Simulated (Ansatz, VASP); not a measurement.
**Ca in VASP and in Ansatz**

INCAR

```
SYSTEM = Ca
PREC = Accurate
ENCUT = 520
EDIFF = 1E-8
ISMEAR = -1
SIGMA = 0.05
LREAL = .False.
LASPH = .True.
NELM = 80
ALGO = Normal
ISIF = 2
LWAVE = .False.
LCHARG = .False.
GGA = PE
LEFG = .True.
NBANDS = 11
```

Contents of KPOINTS:

```
regular mesh
0
Gamma
  11 11 11
  0 0 0
```

Contents of POSCAR:

```
Ca
1.0
    0.0000000000      2.8780260000      2.7942000000
    2.8780260000      0.0000000000      2.7942000000
    2.8780260000      2.8780260000      0.0000000000
Ca
1
Direct
    0.0000000000      0.0000000000      0.0000000000
```

Input for Ansatz:

```yaml
crystal:
  lattice:
    - [0.0, 2.878026, 2.7942]
    - [2.878026, 0.0, 2.7942]
    - [2.878026, 2.878026, 0.0]
  atoms:
    - { symbol: Ca, position: [0.0, 0.0, 0.0] }
kpoints:
  mp_grid: { grid: [11, 11, 11] }
scf:
  occupations: { method: fermi_dirac, width: 0.05 }
hamiltonian:
  xc: pbe
  pseudopotentials: { kind: all_electron, datasets: crystal }
output:
  forces: true
  stress: true
  eigenvalues: true
  efg: { contact_densities: true }
```

Change from the starting cell: x and y stretched by +3 %, z held, crystal datasets.

Alike in both runs: task electric field gradients; functional PBE; k mesh 11 × 11 × 11; occupations fermi-dirac, width 0.05 eV; no spin polarisation.

|  | VASP | Ansatz |
| --- | --- | --- |
| version | VASP 6.6.1 | Ansatz 0.2.0 |
| potentials or method | VASP PAW PBE potentials, release 64 (Ca_sv), cutoff 520 eV | all-electron PAW with datasets made for the crystal, scalar-relativistic |

|  | VASP | Ansatz | Ansatz less VASP |
| --- | --- | --- | --- |
| pressure (GPa) | -1.4 | -1.4 | -0.01 |
| traceless stress, the component that is largest in VASP (GPa) | 0.11 | 0.11 | 0.000 |

Ansatz ran all-electron here, and VASP with PAW potentials.
